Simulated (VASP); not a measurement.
Here is a VASP 6.6.1 calculation.

The input INCAR:

```
  PREC = Accurate
  ENCUT = 450
  EDIFF = 1E-7
  ISMEAR = 0
  SIGMA = 0.05
  LREAL = F
  LASPH = T
  NELM = 120
  ALGO = Normal
  ISIF = 2
  LWAVE = F
  LCHARG = F
  LDIPOL = T
  IDIPOL = 3
  DIPOL = 0.5 0.5 0.500
  GGA = PS
  IBRION = 2
  NSW = 90
  EDIFFG = -0.03
  GGA_COMPAT = F
  NELMIN = 4
  NELMDL = -8
  KPAR = 4
```

File KPOINTS:

```
regular mesh
0
Gamma
  7 5 1
```

Contents of POSCAR:

```
CsCl
1.0
    4.0653527155      0.0000000000      0.0000000000
    0.0000000000      5.7492769461      0.0000000000
    0.0000000000      0.0000000000     22.7492769461
Cs Cl
3 3
Selective dynamics
Direct
    0.0000000000      0.5000000000      0.3736382488  F F F
    0.0000000000      0.0000000000      0.5000000000  T T T
    0.0000000000      0.5000000000      0.6263617512  T T T
    0.5000000000      0.0000000000      0.3736382488  F F F
    0.5000000000      0.5000000000      0.5000000000  T T T
    0.5000000000      0.0000000000      0.6263617512  T T T
```

Potentials or basis: VASP PAW PBE potentials, release 64 (Cs_sv, Cl).

The run is started by

```bash
$ cat potpaw_PBE.64/Cs_sv/POTCAR potpaw_PBE.64/Cl/POTCAR > POTCAR
$ mpirun -np 4 vasp_std > vasp.out
```

Estimate the band gap on the k mesh.

4.37 eV.

What does it give for the energy gained by relaxing?

0.1 meV/atom.

Final structure:
```
CELL_PARAMETERS angstrom
4.06535 0.00000 0.00000
0.00000 5.74928 0.00000
0.00000 0.00000 22.74928
ATOMIC_POSITIONS crystal
Cs 0.00000 0.50000 0.37364
Cs 0.00000 0.00000 0.50000
Cs 0.00000 0.50000 0.62606
Cl 0.50000 0.00000 0.37364
Cl 0.50000 0.50000 0.50000
Cl 0.50000 0.00000 0.62615
```

Caveat: spin-orbit coupling is left out, which moves the levels of the heavy elements.
